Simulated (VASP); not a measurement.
A run of VASP 6.6.1 is set up as follows.

INCAR

```
SYSTEM = SnO2
ALGO = Normal
EDIFF = 1E-6
ENCUT = 520
GGA = PE
ISIF = 2
ISMEAR = -1
LASPH = .TRUE.
LCHARG = .FALSE.
LREAL = .FALSE.
LWAVE = .FALSE.
NBANDS = 35
NELM = 80
PREC = Accurate
SIGMA = 0.05
```

Contents of KPOINTS:

```
k-points
0
G
  8 8 11
  0 0 0
```

Contents of POSCAR:

```
SnO2
1.0
    4.7057230390      0.0000000000      0.0000000000
    0.0000000000      4.7057230390      0.0000000000
    0.0000000000      0.0000000000      3.2029404808
Sn O
2 4
Direct
    0.0000000000      0.0000000000      0.0000000000
    0.5000000000      0.5000000000      0.5000000000
    0.3056048345      0.3056048345      0.0000000000
    0.6943951655      0.6943951655      0.0000000000
    0.8056048345      0.1943951655      0.5000000000
    0.1943951655      0.8056048345      0.5000000000
```

Potentials or basis: VASP PAW PBE potentials, release 64 (Sn_d, O).

The run is started by

```console
$ cat potpaw_PBE.64/Sn_d/POTCAR potpaw_PBE.64/O/POTCAR > POTCAR
$ mpirun -np 1 vasp_std > vasp.out
```

(1) Estimate the band gap on the k mesh.

(2) Estimate the largest force.

(3) What does it give for the pressure?

## Answers

(1) 1.30 eV, direct.

(2) 0.013 eV/Å.

(3) 13.0 GPa.

Caveat: spin-orbit coupling is left out, which moves the levels of the heavy elements.
